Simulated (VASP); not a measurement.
# CdS3 (Pm-3m) in VASP: further runs, part 2 of 2

VASP 6.6.1. Earlier steps stand in the parts before.

## Step 4: Relaxation of cell and atoms, PBE

This run uses another cell than the first one, of 20.67 Å³/atom, 1.110 times its volume.

INCAR

```
  PREC = Accurate
  ENCUT = 500
  EDIFF = 1E-7
  ISMEAR = 0
  SIGMA = 0.1
  LREAL = False
  LASPH = True
  NELM = 120
  ALGO = Normal
  ISIF = 3
  LWAVE = False
  LCHARG = False
  GGA = PE
  IBRION = 2
  NSW = 90
  EDIFFG = -0.04
  GGA_COMPAT = False
  NELMIN = 4
```

KPOINTS

```
Automatic mesh
0
Gamma
  4 4 4
```

POSCAR

```
CdS3
1.0
    4.3563458400      0.0000000000      0.0000000000
    0.0000000000      4.3563458400      0.0000000000
    0.0000000000      0.0000000000      4.3563458400
Cd S
1 3
Direct
    0.0000000000      0.0000000000      0.0000000000
    0.0000000000      0.5000000000      0.5000000000
    0.5000000000      0.0000000000      0.5000000000
    0.5000000000      0.5000000000      0.0000000000
```

Potentials or basis: VASP PAW PBE potentials, release 64 (Cd, S).

The run is started by

```console
$ cat potpaw_PBE.64/Cd/POTCAR potpaw_PBE.64/S/POTCAR > POTCAR
$ mpirun -np 1 vasp_std > vasp.out
```

OUTCAR:

```text
PREC = Accurate
   ENCUT = 500
   EDIFF = 1E-7
   ISMEAR = 0
   LREAL = False
   LASPH = True
   NELM = 120
   ISIF = 3
   GGA = PE
   IBRION = 2
   NSW = 90
   EDIFFG = -0.04
   NELMIN = 4

 ion  position               nearest neighbor table
   1  0.000  0.000  0.000-   2 3.08   3 3.08   4 3.08   2 3.08   3 3.08   2 3.08   4 3.08   2 3.08
                             3 3.08   4 3.08   3 3.08   4 3.08
   2  0.000  0.500  0.500-   1 3.08   1 3.08   1 3.08   1 3.08
   3  0.500  0.000  0.500-   1 3.08   1 3.08   1 3.08   1 3.08
   4  0.500  0.500  0.000-   1 3.08   1 3.08   1 3.08   1 3.08

  LATTYP: Found a simple cubic cell.
 ALAT       =     4.3563458400

  Lattice vectors:

 A1 = (   4.3563458400,   0.0000000000,   0.0000000000)
 A2 = (   0.0000000000,   4.3563458400,   0.0000000000)
 A3 = (   0.0000000000,   0.0000000000,   4.3563458400)

Analysis of symmetry for initial positions (statically):
=====================================================================
 Subroutine PRICEL returns:
 Original cell was already a primitive cell.

 Routine SETGRP: Setting up the symmetry group for a
 simple cubic supercell.

 Subroutine GETGRP returns: Found 48 space group operations
 (whereof 48 operations were pure point group operations)
 out of a pool of 48 trial point group operations.

The static configuration has the point symmetry O_h .

Analysis of symmetry for dynamics (positions and initial velocities):
=====================================================================
 Subroutine PRICEL returns:
 Original cell was already a primitive cell.

 Routine SETGRP: Setting up the symmetry group for a
 simple cubic supercell.

 Subroutine GETGRP returns: Found 48 space group operations
 (whereof 48 operations were pure point group operations)
[... 392 lines left out ...]
      0.00000      2.17817      2.17817         0.000000      0.000000      0.000000
      2.17817      0.00000      2.17817         0.000000      0.000000      0.000000
      2.17817      2.17817      0.00000         0.000000      0.000000      0.000000
 -----------------------------------------------------------------------------------
    total drift:                                0.000000     -0.000000     -0.000000

  FREE ENERGIE OF THE ION-ELECTRON SYSTEM (eV)
  ---------------------------------------------------
  free  energy   TOTEN  =        -9.9636971182 eV

  energy  without entropy=       -9.9410002809  energy(sigma->0) =       -9.95234870

--------------------------------------- Ionic step        2  -------------------------------------------

 number of electron      30.0000024 magnetization

 Free energy of the ion-electron system (eV)
  ---------------------------------------------------
  ext. energy  EPLUGINS =         0.00000000
  ---------------------------------------------------
  free energy    TOTEN  =       -10.11500579 eV

  energy without entropy =      -10.09612384  energy(sigma->0) =      -10.10556481

 E-fermi :   5.0397     XC(G=0): -10.7109

 val. band max:        4.8735494701   @ k =   0.2500   0.2500   0.2500
 cond. band min:       5.0409223769   @ k =   0.5000   0.2500   0.0000
 fundamental gap:      0.1673729068
 Fermi energy:         5.0397063329

 k-point     1 :       0.0000    0.0000    0.0000
  band No.  band energies     occupation
      1      -9.9119      2.00000
      2      -6.2362      2.00000
      3      -6.2362      2.00000
      4      -3.1906      2.00000
      5      -3.1906      2.00000
      6      -3.1906      2.00000
[... 197 lines left out ...]
      6      -2.8886      2.00000
[... 11 lines left out ...]
     18       6.2648      0.00000
     19      14.3702      0.00000

------------------------ aborting loop because EDIFF is reached ----------------------------------------

  FORCE on cell =-STRESS in cart. coord.  units (eV):
  Direction    XX          YY          ZZ          XY          YZ          ZX
  --------------------------------------------------------------------------------------
  -------------------------------------------------------------------------------------
  Total        0.0912192      0.0912192      0.0912192     -0.0000000     -0.0000000      0.0000000
  in kB        1.9625146      1.9625146      1.9625146     -0.0000000     -0.0000000      0.0000000
  external PRESSURE =       1.9625146 kB  Pullay stress =       0.0000000 kB

 VOLUME and BASIS-vectors are now :
 -----------------------------------------------------------------------------
  energy-cutoff  :      500.00
  volume of cell :       74.47
      direct lattice vectors                 reciprocal lattice vectors
     4.207214753 -0.000000000  0.000000000     0.237686940  0.000000000  0.000000000
    -0.000000000  4.207214753 -0.000000000     0.000000000  0.237686940  0.000000000
    -0.000000000 -0.000000000  4.207214753    -0.000000000  0.000000000  0.237686940

 POSITION                                       TOTAL-FORCE (eV/Angst)
 -----------------------------------------------------------------------------------
      0.00000      0.00000      0.00000        -0.000000     -0.000000      0.000000
     -0.00000      2.10361      2.10361         0.000000     -0.000000      0.000000
      2.10361     -0.00000      2.10361        -0.000000      0.000000      0.000000
      2.10361      2.10361      0.00000         0.000000      0.000000      0.000000
 -----------------------------------------------------------------------------------
    total drift:                                0.000000     -0.000000     -0.000000

  FREE ENERGIE OF THE ION-ELECTRON SYSTEM (eV)
  ---------------------------------------------------
  free  energy   TOTEN  =       -10.1150057858 eV

  energy  without entropy=      -10.0961238380  energy(sigma->0) =      -10.10556481

 reached required accuracy - stopping structural energy minimisation
```

OSZICAR:

```text
N       E                     dE             d eps       ncg     rms          rms(c)
DAV:   1     0.181034051893E+03    0.18103E+03   -0.14119E+04   380   0.139E+03
DAV:   2     0.124007394610E+01   -0.17979E+03   -0.17506E+03   495   0.298E+02
DAV:   3    -0.102593967465E+02   -0.11499E+02   -0.11126E+02   407   0.740E+01
[... 20 lines left out ...]
DAV:   6    -0.101149914029E+02   -0.39543E-04   -0.13218E-03   386   0.332E-01    0.591E-02
DAV:   7    -0.101150059551E+02   -0.14552E-04   -0.11423E-04   413   0.124E-01    0.352E-02
DAV:   8    -0.101150056778E+02    0.27728E-06   -0.58911E-06   401   0.249E-02    0.705E-03
DAV:   9    -0.101150058733E+02   -0.19556E-06   -0.53072E-07   395   0.595E-03    0.187E-03
DAV:  10    -0.101150057858E+02    0.87502E-07   -0.51346E-08   211   0.180E-03
   2 F= -.10115006E+02 E0= -.10105565E+02  d E =-.151309E+00
```

CONTCAR:

```text
CdS3
   1.00000000000000
     4.2072147531813027   -0.0000000000000000    0.0000000000000000
    -0.0000000000000000    4.2072147531813027   -0.0000000000000000
    -0.0000000000000000   -0.0000000000000000    4.2072147531813027
  Cd              S
     1     3
Direct
     0.0000000000000000    0.0000000000000000    0.0000000000000000
     0.0000000000000000    0.5000000000000000    0.5000000000000000
     0.5000000000000000    0.0000000000000000    0.5000000000000000
     0.5000000000000000    0.5000000000000000    0.0000000000000000

  0.00000000E+00  0.00000000E+00  0.00000000E+00
  0.00000000E+00  0.00000000E+00  0.00000000E+00
  0.00000000E+00  0.00000000E+00  0.00000000E+00
  0.00000000E+00  0.00000000E+00  0.00000000E+00
```

It took 16 s on 1 thread of Intel Xeon 6975P-C, shared host; peak memory 0.18 GiB.

Results:

| Property | Result |
| --- | --- |
| Free energy | -10.1150 eV |
| Relaxed volume | 18.62 Å³/atom |
| Relaxed cell | a = 4.207 Å, b = 4.207 Å, c = 4.207 Å, α = 90.00°, β = 90.00°, γ = 90.00° |
| Space group after relaxing (to 0.05 Å) | Pm-3m (No. 221) |
| Energy gained by relaxing | 37.8 meV/atom |
| Ionic steps | 2 |
| Pressure after relaxing | 0.2 GPa |
| Band gap on the k mesh | zero (band 15 reaches 6.16 eV, above the bottom of band 16 at 4.68 eV) |

The path:
```
step  energy change (eV)  largest force (eV/Å)  pressure (GPa)  volume (Å³)
   1              0.0000                0.0000           -5.50        82.67
   2             -0.1513                0.0000            0.20        74.47
```

Final structure:
```yaml
crystal:
  lattice:
    - [4.20721, 0.00000, 0.00000]
    - [0.00000, 4.20721, 0.00000]
    - [0.00000, 0.00000, 4.20721]
  atoms:
    - { symbol: Cd, position: [0.00000, 0.00000, 0.00000] }
    - { symbol: S, position: [0.00000, 0.50000, 0.50000] }
    - { symbol: S, position: [0.50000, 0.00000, 0.50000] }
    - { symbol: S, position: [0.50000, 0.50000, 0.00000] }
```

Caveat: the k points lie up to 0.37 Å⁻¹ apart in the final cell.

## Step 5: The runs side by side

```tsv
task	cell	gap on the mesh (eV)	pressure (GPa)
single point	a = 4.208 Å, 4 atoms	none	0.2
single point	a = 4.356 Å, 4 atoms	none	-5.5
relaxation of cell and atoms	relaxed from a = 4.356 Å, 4 atoms	none	0.2
```

Alike in all rows: level PBE; potentials or basis VASP PAW PBE potentials, release 64 (Cd, S); no spin polarisation; k mesh 4 × 4 × 4; cutoff (eV) 500; smearing gaussian 0.1 eV.

Caveats: all runs use coarse meshes.

Total energies depend on the potentials used, so only differences within one code and one set of settings carry meaning.
